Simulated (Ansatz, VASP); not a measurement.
## One calculation of Co, two programs

```xyz
4
Lattice="2.4706 0.0000 0.0000 -1.2353 2.1396 0.0000 0.0000 0.0000 8.0882" Properties=species:S:1:pos:R:3 pbc="T T T"
Co    0.0000    0.0000    0.0000
Co    0.0000    1.4264    2.0221
Co    0.0000    0.0000    4.0441
Co    1.2353    0.7132    6.0662
```

Alike in both runs: task single point; functional RPBE; k mesh 10 × 10 × 3; occupations fermi-dirac, width 0.15 eV; collinear spin.

|  | VASP | Ansatz |
| --- | --- | --- |
| version | VASP 6.6.1 | Ansatz 0.2.0 |
| potentials or method | VASP PAW PBE potentials, release 64 (Co) | plane waves, PAW |
| plane-wave cutoff (eV) | 600 | 420 |
| valence electrons in the cell | 36 | 68 |

Ansatz gave:

* pressure (GPa): 10.9
* traceless stress, the component that is largest in VASP (GPa): -1.81
* net moment per atom (μB): 1.64
* size of the moment on the site where the two differ most (μB): 1.72

Q: Estimate VASP's values.

A: Pressure (GPa): 10.0; traceless stress, the component that is largest in VASP (GPa): -1.84; net moment per atom (μB): 1.64; size of the moment on the site where the two differ most (μB): 1.66.

VASP's potentials were made for PBE, not for RPBE. Site moments also hang on the region over which each program counts them. The functional is the same, so the differences come from potentials, cutoffs and numerics. VASP's potentials hold 36 valence electrons a cell and Ansatz's 68, so a difference there can come from the potentials and not from the codes.
